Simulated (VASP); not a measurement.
# Ag (Pm-3m) in VASP: single point with PBEsol

Aim: the single point of Ag with PBEsol.

Program: VASP 6.6.1. These are calculated values, not measurements. Logs are shortened: lines on timing, memory, paths and dates and some standing lists are left out, and cuts for length are marked.

## 1. The cell of the first run

The structure is cubic, space group Pm-3m (No. 221). Conventional cell: a = 4.416 Å, b = 4.416 Å, c = 4.416 Å, α = 90.00°, β = 90.00°, γ = 90.00°. Ag (site symmetry m-3m) has 6 Ag at 4.42 Å within 5.8 Å.

## 2. Single point, PBEsol

The input, INCAR:

```
SYSTEM = Ag
ALGO = Normal
EDIFF = 1E-6
ENCUT = 520
GGA = PS
ISIF = 2
ISMEAR = 1
LASPH = .True.
LCHARG = .False.
LREAL = .False.
LWAVE = .False.
NBANDS = 12
NELM = 80
PREC = Accurate
SIGMA = 0.1
```

The input, KPOINTS:

```
k-points
0
Gamma
  5 5 5
  0 0 0
```

The input, POSCAR:

```
Ag
1.0
    4.4164950000      0.0000000000      0.0000000000
    0.0000000000      4.4164950000      0.0000000000
    0.0000000000      0.0000000000      4.4164950000
Ag
1
Direct
    0.0000000000      0.0000000000      0.0000000000
```

Potentials or basis: VASP PAW PBE potentials, release 64 (Ag).

Launch:

```sh
$ cat potpaw_PBE.64/Ag/POTCAR > POTCAR
$ mpirun -np 1 vasp_std > vasp.out
```

OUTCAR:

```text
SYSTEM = Ag
   EDIFF = 1E-6
   ENCUT = 520
   GGA = PS
   ISIF = 2
   ISMEAR = 1
   LASPH = .True.
   LREAL = .False.
   NELM = 80
   PREC = Accurate

 ion  position               nearest neighbor table
   1  0.000  0.000  0.000-

  LATTYP: Found a simple cubic cell.
 ALAT       =     4.4164950000

  Lattice vectors:

 A1 = (   4.4164950000,   0.0000000000,   0.0000000000)
 A2 = (   0.0000000000,   4.4164950000,   0.0000000000)
 A3 = (   0.0000000000,   0.0000000000,   4.4164950000)

Analysis of symmetry for initial positions (statically):
=====================================================================
 Subroutine PRICEL returns:
 Original cell was already a primitive cell.

 Routine SETGRP: Setting up the symmetry group for a
 simple cubic supercell.

 Subroutine GETGRP returns: Found 48 space group operations
 (whereof 48 operations were pure point group operations)
 out of a pool of 48 trial point group operations.

The static configuration has the point symmetry O_h .

Analysis of symmetry for dynamics (positions and initial velocities):
=====================================================================
 Subroutine PRICEL returns:
 Original cell was already a primitive cell.

 Routine SETGRP: Setting up the symmetry group for a
 simple cubic supercell.

 Subroutine GETGRP returns: Found 48 space group operations
 (whereof 48 operations were pure point group operations)
 out of a pool of 48 trial point group operations.

The dynamic configuration has the point symmetry O_h .

 Subroutine INISYM returns: Found 48 space group operations
 (whereof 48 operations are pure point group operations),
 and found     1 'primitive' translations

----------------------------------------------------------------------------------------

                                     Primitive cell

  volume of cell :      86.1456

  direct lattice vectors                    reciprocal lattice vectors
     4.416495000  0.000000000  0.000000000     0.226423895  0.000000000  0.000000000
     0.000000000  4.416495000  0.000000000     0.000000000  0.226423895  0.000000000
     0.000000000  0.000000000  4.416495000     0.000000000  0.000000000  0.226423895

[... 68 lines left out ...]
   EDIFFG = 0.1E-04   stopping-criterion for IOM
   NSW    =      0    number of steps for IOM
   IBRION =     -1    ionic relax: 0-MD 1-quasi-New 2-CG
   NFREE  =      0    steps in history (QN), initial steepest desc. (CG)
   ISIF   =      2    stress and relaxation
   ISYM   =      2    0-nonsym 1-usesym 2-fastsym
   POTIM  = 0.5000    time-step for ionic-motion
   TEBEG  =    0.0;   TEEND  =   0.0 temperature during run
   PSTRESS=    0.0 pullay stress
   NELECT =      11.0000    total number of electrons
   NUPDOWN=      -1.0000    fix difference up-down
   EMIN   =  10.00;   EMAX   =-10.00  energy-range for DOS
   EFERMI =   0.00;   METHOD = LEGACY
   ISMEAR =     1;   SIGMA  =   0.10  broadening in eV -4-tet -1-fermi 0-gaus
   EFERMI_NEDOS =   21; number of points for ismear=-14 and -15
   IALGO  =     38    algorithm
   IMIX   =      4    mixing-type and parameters
     AMIX     =   0.40;   BMIX     =  1.00
     AMIX_MAG =   1.60;   BMIX_MAG =  1.00
  volume/ion in A,a.u.               =      86.15       581.34
  Fermi-wavevector in a.u.,A,eV,Ry     =   0.824381  1.557854  9.246575  0.679604
  Thomas-Fermi vector in A             =   1.936056
   LORBIT       =      0    0 simple, 1 ext, 2 COOP (PROOUT), +10 PAW based schemes
   GGA     = PS    functional components
   LHFCALC =     F    Hartree Fock is set to
   AEXX    =    0.0000 exact exchange contribution
   IVDW    =     0    specifies the selected vdW correction
   LEPSILON=     F    determine dielectric tensor
   LRPA    =     F    only Hartree local field effects (RPA)
 non-spin polarized calculation
 Methfessel and Paxton  Order N= 1 SIGMA  =   0.10
  energy-cutoff  :      520.00
  volume of cell :       86.15
 maximum number of plane-waves:      2338
 NGX is ok and might be reduce to    36
   NGX = 17   NGY = 17   NGZ = 17

 number of electron      11.0000004 magnetization

 Free energy of the ion-electron system (eV)
  ---------------------------------------------------
  ext. energy  EPLUGINS =         0.00000000
  ---------------------------------------------------
  free energy    TOTEN  =        -0.62113552 eV

  energy without entropy =       -0.61782735  energy(sigma->0) =       -0.62003280

 E-fermi :  -2.0215     XC(G=0):  -5.1426

 val. band max:       -2.2437875031   @ k =   0.4000   0.2000   0.0000
 cond. band min:      -1.9868744292   @ k =   0.4000   0.2000   0.2000
 fundamental gap:      0.2569130740
 Fermi energy:        -2.0215028805

 k-point     1 :       0.0000    0.0000    0.0000
  band No.  band energies     occupation
      1      -5.1776      2.00000
      2      -5.1776      2.00000
      3      -5.0108      2.00000
      4      -5.0108      2.00000
      5      -5.0108      2.00000
      6      -3.4765      2.00000
      7       4.4100      0.00000
      8       4.4100      0.00000
      9       4.4100      0.00000
     10       5.4508      0.00000
     11       6.6144      0.00000
     12       6.6144      0.00000
[... 121 lines left out ...]
 k-point    10 :       0.4000    0.4000    0.4000
  band No.  band energies     occupation
      1      -5.1094      2.00000
      2      -5.1069      2.00000
      3      -5.1069      2.00000
      4      -4.9781      2.00000
      5      -4.9781      2.00000
      6      -0.6935     -0.00000
      7       2.2145      0.00000
      8       2.2145      0.00000
      9       2.2380      0.00000
     10       4.8974      0.00000
     11       5.5183      0.00000
     12       5.5183      0.00000

------------------------ aborting loop because EDIFF is reached ----------------------------------------

  FORCE on cell =-STRESS in cart. coord.  units (eV):
  Direction    XX          YY          ZZ          XY          YZ          ZX
  --------------------------------------------------------------------------------------
  -------------------------------------------------------------------------------------
  Total       -0.9377482     -0.9377482     -0.9377482     -0.0000000      0.0000000     -0.0000000
  in kB      -17.4406864    -17.4406864    -17.4406864     -0.0000000      0.0000000     -0.0000000
  external PRESSURE =     -17.4406864 kB  Pullay stress =       0.0000000 kB

 VOLUME and BASIS-vectors are now :
 -----------------------------------------------------------------------------
  energy-cutoff  :      520.00
  volume of cell :       86.15
      direct lattice vectors                 reciprocal lattice vectors
     4.416495000  0.000000000  0.000000000     0.226423895  0.000000000  0.000000000
     0.000000000  4.416495000  0.000000000     0.000000000  0.226423895  0.000000000
     0.000000000  0.000000000  4.416495000     0.000000000  0.000000000  0.226423895

 POSITION                                       TOTAL-FORCE (eV/Angst)
 -----------------------------------------------------------------------------------
      0.00000      0.00000      0.00000         0.000000      0.000000      0.000000
 -----------------------------------------------------------------------------------
    total drift:                               -0.000000     -0.000000     -0.000000

  FREE ENERGIE OF THE ION-ELECTRON SYSTEM (eV)
  ---------------------------------------------------
  free  energy   TOTEN  =        -0.6211355244 eV

  energy  without entropy=       -0.6178273454  energy(sigma->0) =       -0.62003280
```

It took 14 s on 1 thread of Intel Xeon 6975P-C, shared host; peak memory 0.16 GiB.

Results:

```yaml
Free_energy: -0.6211 eV
Pressure: -1.7 GPa
```

Caveat: the PAW data sets were made with another functional, which shifts forces and pressure a little.
